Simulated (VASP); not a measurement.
# RbCd2Br4 (P2/m) in VASP: single point with PBE

Aim: the single point of RbCd2Br4 with PBE.

Everything below comes from runs of VASP 6.6.1. Logs are shortened: lines on timing, memory, paths and dates and some standing lists are left out, and cuts for length are marked.

### 1 The cell of the first run

Symmetry: P2/m, No. 10, monoclinic system. Conventional cell: a = 7.695 Å, b = 4.349 Å, c = 8.574 Å, α = 90.00°, β = 105.83°, γ = 90.00°. Rb (site symmetry 2/m) has 6 Br at 3.48 to 3.50 Å and 2 Rb at 4.35 Å within 4.6 Å. Cd (site symmetry 2/m) has 6 Br at 3.08 to 3.16 Å within 4.1 Å. Cd (site symmetry 2/m) has 6 Br at 2.79 to 2.90 Å within 3.7 Å. Within 3.7 Å of Br (site symmetry m) lie 3 Cd at 2.79 to 3.16 Å and 2 Rb at 3.48 Å. Within 4.1 Å of Br (site symmetry m) lie 3 Cd at 2.90 to 3.08 Å and 1 Rb at 3.50 Å and 5 Br at 3.84 to 4.06 Å.

The cell was generated, and may not be a known phase.

### 2 Single point, PBE

The input, INCAR:

```
ALGO = Normal ; EDIFF = 1E-6
ENCUT = 520 ; GGA = PE
ISIF = 2 ; ISMEAR = 0
LASPH = T ; LCHARG = F
LREAL = F ; LWAVE = F
NBANDS = 40 ; NELM = 80
PREC = Accurate ; SIGMA = 0.1
```

The input, KPOINTS:

```
k-points
0
Gamma
  4 8 4
```

The input, POSCAR:

```
RbCd2Br4
1.0
    7.6947128303      0.0000000000     -0.0443055454
    0.0000000000      4.3490447286      0.0000000000
   -2.2911592659      0.0000000000      8.2621466996
Rb Cd Br
1 2 4
Direct
    0.5000000000      0.0000000000      0.5000000000
    0.0000000000      0.0000000000      0.0000000000
    0.5000000000      0.5000000000      0.0000000000
    0.7326036520      0.5000000000      0.8011903468
    0.2920312321      0.0000000000      0.8155480725
    0.2673963480      0.5000000000      0.1988096532
    0.7079687679      0.0000000000      0.1844519275
```

Potentials or basis: VASP PAW PBE potentials, release 64 (Rb_sv, Cd, Br).

Run with:

```console
cat potpaw_PBE.64/Rb_sv/POTCAR potpaw_PBE.64/Cd/POTCAR potpaw_PBE.64/Br/POTCAR > POTCAR
mpirun -np 1 vasp_std > vasp.out
```

OUTCAR:

```text
EDIFF = 1E-6
   ENCUT = 520
   GGA = PE
   ISIF = 2
   ISMEAR = 0
   LASPH = T
   LREAL = F
   NELM = 80
   PREC = Accurate

 ion  position               nearest neighbor table
   1  0.500  0.000  0.500-   4 3.48   6 3.48   4 3.48   6 3.48   5 3.50   7 3.50
   2  0.000  0.000  0.000-   5 3.08   7 3.08   6 3.16   4 3.16   4 3.16   6 3.16
   3  0.500  0.500  0.000-   4 2.79   6 2.79   5 2.90   7 2.90   5 2.90   7 2.90
   4  0.733  0.500  0.801-   3 2.79   2 3.16   2 3.16   1 3.48   1 3.48
   5  0.292  0.000  0.816-   3 2.90   3 2.90   2 3.08   1 3.50
   6  0.267  0.500  0.199-   3 2.79   2 3.16   2 3.16   1 3.48   1 3.48
   7  0.708  0.000  0.184-   3 2.90   3 2.90   2 3.08   1 3.50

  LATTYP: Found a simple monoclinic cell.
 ALAT       =     7.6948403831
 B/A-ratio  =     0.5651897261
 C/A-ratio  =     1.1142455755
 COS(beta)  =    -0.2727675698

  Lattice vectors:

 A1 = (   7.6947128303,   0.0000000000,  -0.0443055454)
 A2 = (   0.0000000000,   4.3490447286,   0.0000000000)
 A3 = (  -2.2911592659,   0.0000000000,   8.2621466996)

Analysis of symmetry for initial positions (statically):
=====================================================================
 Subroutine PRICEL returns:
 Original cell was already a primitive cell.

 Routine SETGRP: Setting up the symmetry group for a
 simple monoclinic supercell.

 Subroutine GETGRP returns: Found  4 space group operations
 (whereof  4 operations were pure point group operations)
 out of a pool of  4 trial point group operations.

The static configuration has the point symmetry C_2h.

Analysis of symmetry for dynamics (positions and initial velocities):
=====================================================================
 Subroutine PRICEL returns:
 Original cell was already a primitive cell.

 Routine SETGRP: Setting up the symmetry group for a
 simple monoclinic supercell.

 Subroutine GETGRP returns: Found  4 space group operations
 (whereof  4 operations were pure point group operations)
 out of a pool of  4 trial point group operations.

The dynamic configuration has the point symmetry C_2h.

 Subroutine INISYM returns: Found  4 space group operations
 (whereof  4 operations are pure point group operations),
 and found     1 'primitive' translations

----------------------------------------------------------------------------------------

                                     Primitive cell

  volume of cell :     276.0484
[... 103 lines left out ...]
   IBRION =     -1    ionic relax: 0-MD 1-quasi-New 2-CG
   NFREE  =      0    steps in history (QN), initial steepest desc. (CG)
   ISIF   =      2    stress and relaxation
   ISYM   =      2    0-nonsym 1-usesym 2-fastsym
   POTIM  = 0.5000    time-step for ionic-motion
   TEBEG  =    0.0;   TEEND  =   0.0 temperature during run
   PSTRESS=    0.0 pullay stress
   NELECT =      61.0000    total number of electrons
   NUPDOWN=      -1.0000    fix difference up-down
   EMIN   =  10.00;   EMAX   =-10.00  energy-range for DOS
   EFERMI =   0.00;   METHOD = LEGACY
   ISMEAR =     0;   SIGMA  =   0.10  broadening in eV -4-tet -1-fermi 0-gaus
   EFERMI_NEDOS =   21; number of points for ismear=-14 and -15
   IALGO  =     38    algorithm
   IMIX   =      4    mixing-type and parameters
     AMIX     =   0.40;   BMIX     =  1.00
     AMIX_MAG =   1.60;   BMIX_MAG =  1.00
  volume/ion in A,a.u.               =      39.44       266.12
  Fermi-wavevector in a.u.,A,eV,Ry     =   0.989744  1.870346 13.328185  0.979594
  Thomas-Fermi vector in A             =   2.121365
   LORBIT       =      0    0 simple, 1 ext, 2 COOP (PROOUT), +10 PAW based schemes
   GGA     = PE    functional components
   LHFCALC =     F    Hartree Fock is set to
   AEXX    =    0.0000 exact exchange contribution
   IVDW    =     0    specifies the selected vdW correction
   LEPSILON=     F    determine dielectric tensor
   LRPA    =     F    only Hartree local field effects (RPA)
 non-spin polarized calculation
 Gauss-broadening in eV      SIGMA  =   0.10
  energy-cutoff  :      520.00
  volume of cell :      276.05
 maximum number of plane-waves:      7461
 NGX is ok and might be reduce to    60
   NGX = 29   NGY = 17   NGZ = 31

 number of electron      60.9999983 magnetization

 Free energy of the ion-electron system (eV)
  ---------------------------------------------------
  ext. energy  EPLUGINS =         0.00000000
  ---------------------------------------------------
  free energy    TOTEN  =       -15.48062166 eV

  energy without entropy =      -15.45519485  energy(sigma->0) =      -15.46790826

 E-fermi :   0.9354     XC(G=0):  -7.2220

 val. band max:        0.9178479175   @ k =   0.2500   0.2500   0.2500
 cond. band min:       0.9389295005   @ k =   0.0000   0.2500   0.5000
 fundamental gap:      0.0210815830
 Fermi energy:         0.9353868317

 k-point     1 :       0.0000    0.0000    0.0000
  band No.  band energies     occupation
      1     -26.7944      2.00000
      2     -14.9305      2.00000
      3     -14.7184      2.00000
      4     -14.6285      2.00000
      5     -14.6240      2.00000
      6     -10.9099      2.00000
[... 1021 lines left out ...]
     39       5.8115      0.00000
     40       6.1260      0.00000

 [... further k-points ...]

------------------------ aborting loop because EDIFF is reached ----------------------------------------

  FORCE on cell =-STRESS in cart. coord.  units (eV):
  Direction    XX          YY          ZZ          XY          YZ          ZX
  --------------------------------------------------------------------------------------
  -------------------------------------------------------------------------------------
  Total        0.1200429      0.0868405      0.1056884      0.0000000      0.0000000     -0.0493419
  in kB        0.6967260      0.5040200      0.6134128      0.0000000      0.0000000     -0.2863788
  external PRESSURE =       0.6047196 kB  Pullay stress =       0.0000000 kB

 VOLUME and BASIS-vectors are now :
 -----------------------------------------------------------------------------
  energy-cutoff  :      520.00
  volume of cell :      276.05
      direct lattice vectors                 reciprocal lattice vectors
     7.694712830  0.000000000 -0.044305545     0.130167206  0.000000000  0.036096406
     0.000000000  4.349044729  0.000000000     0.000000000  0.229935552  0.000000000
    -2.291159266  0.000000000  8.262146700     0.000698018  0.000000000  0.121227486

 POSITION                                       TOTAL-FORCE (eV/Angst)
 -----------------------------------------------------------------------------------
      2.70178      0.00000      4.10892        -0.000000      0.000000     -0.000000
      0.00000      0.00000      0.00000        -0.000000      0.000000     -0.000000
      3.84736      2.17452     -0.02215        -0.000000      0.000000     -0.000000
      3.80152      2.17452      6.58709         0.010373      0.000000     -0.013427
      0.37855      0.00000      6.72524        -0.000655     -0.000000     -0.014241
      1.60203      2.17452      1.63075        -0.010373      0.000000      0.013427
      5.02501      0.00000      1.49260         0.000655      0.000000      0.014241
 -----------------------------------------------------------------------------------
    total drift:                                0.000000      0.000000      0.000000

  FREE ENERGIE OF THE ION-ELECTRON SYSTEM (eV)
  ---------------------------------------------------
  free  energy   TOTEN  =       -15.4806216576 eV

  energy  without entropy=      -15.4551948535  energy(sigma->0) =      -15.46790826
```

OSZICAR:

```text
N       E                     dE             d eps       ncg     rms          rms(c)
DAV:   1     0.441942517579E+03    0.44194E+03   -0.26410E+04  4000   0.129E+03
DAV:   2     0.233403970517E+02   -0.41860E+03   -0.40532E+03  4848   0.291E+02
DAV:   3    -0.156345769197E+02   -0.38975E+02   -0.38754E+02  5352   0.868E+01
DAV:   4    -0.165467625417E+02   -0.91219E+00   -0.90996E+00  5336   0.118E+01
DAV:   5    -0.165787830926E+02   -0.32021E-01   -0.32016E-01  5944   0.162E+00    0.870E+00
DAV:   6    -0.155504616083E+02    0.10283E+01   -0.17947E+00  4600   0.875E+00    0.627E+00
DAV:   7    -0.154729569553E+02    0.77505E-01   -0.70228E-01  4752   0.342E+00    0.260E+00
DAV:   8    -0.154789537869E+02   -0.59968E-02   -0.88252E-02  4568   0.199E+00    0.483E-01
DAV:   9    -0.154794017881E+02   -0.44800E-03   -0.13913E-02  4784   0.843E-01    0.166E-01
DAV:  10    -0.154802967009E+02   -0.89491E-03   -0.18083E-03  4496   0.277E-01    0.103E-01
DAV:  11    -0.154806093984E+02   -0.31270E-03   -0.48474E-04  4728   0.960E-02    0.306E-02
DAV:  12    -0.154806199125E+02   -0.10514E-04   -0.79528E-05  4912   0.360E-02    0.131E-02
DAV:  13    -0.154806215326E+02   -0.16201E-05   -0.12056E-05  4232   0.183E-02    0.480E-03
DAV:  14    -0.154806216576E+02   -0.12498E-06   -0.29540E-06  3880   0.115E-02
   1 F= -.15480622E+02 E0= -.15467908E+02  d E =-.254268E-01
```

Wall time 15 min (1 thread of Intel Xeon 8259CL, shared host); peak memory 0.67 GiB.

What came out:

| Property | Result |
| --- | --- |
| Free energy | -15.4806 eV |
| Pressure | 0.1 GPa |
| Largest force | 0.017 eV/Å |
| Band gap on the k mesh | zero (an odd number of electrons rules out a gap without spin polarisation) |

Forces in eV/Å, atoms in the order of the input:
```
Rb   0.000  0.000  0.000
Cd   0.000  0.000  0.000
Cd   0.000  0.000  0.000
Br   0.010  0.000 -0.013
Br  -0.001  0.000 -0.014
Br  -0.010  0.000  0.013
Br   0.001  0.000  0.014
```

Caveat: an odd number of electrons without spin polarisation forces a metal; a magnetic or distorted state may lie lower.

The gap in the log of VASP goes by the Fermi energy; the results here count the filled bands.